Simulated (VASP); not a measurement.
The system is CaO.

```
Ca O
1.0
     2.91743    0.01423    0.01423
     0.01423    2.91743    0.01423
     0.01423    0.01423    2.91743
Ca O
1 1
Cartesian
  0.0000 0.0000 0.0000
  1.4729 1.4729 1.4729
```

This cell differs from its parent crystal: strain along [111] +1.5%.

Base run:

| Property | Result |
| --- | --- |
| Program | VASP 6.6.1 |
| Functional | PBE |
| Potentials or basis | VASP PAW PBE potentials, release 64 (Ca_sv, O) |
| Cutoff | 520 eV |
| k mesh | 8 × 8 × 8 |
| Occupations | fermi-dirac, width 0.02 eV |
| Spin | no spin polarisation |

Its results: band gap on the k mesh 2.77 eV (least direct gap 3.06 eV); pressure 2.6 GPa.

**Question.** The run is repeated on the same cell with these changes: functional from PBE to r2SCAN; occupations from fermi-dirac, width 0.02 eV to gaussian, width 0.01 eV. What comes out?

**Answer.** Band gap on the k mesh 3.28 eV (least direct gap 3.58 eV); pressure -0.7 GPa.

Caveats: the PAW data sets were made with another functional, which shifts forces and pressure a little (at least some runs).

A k mesh can miss the band edges.
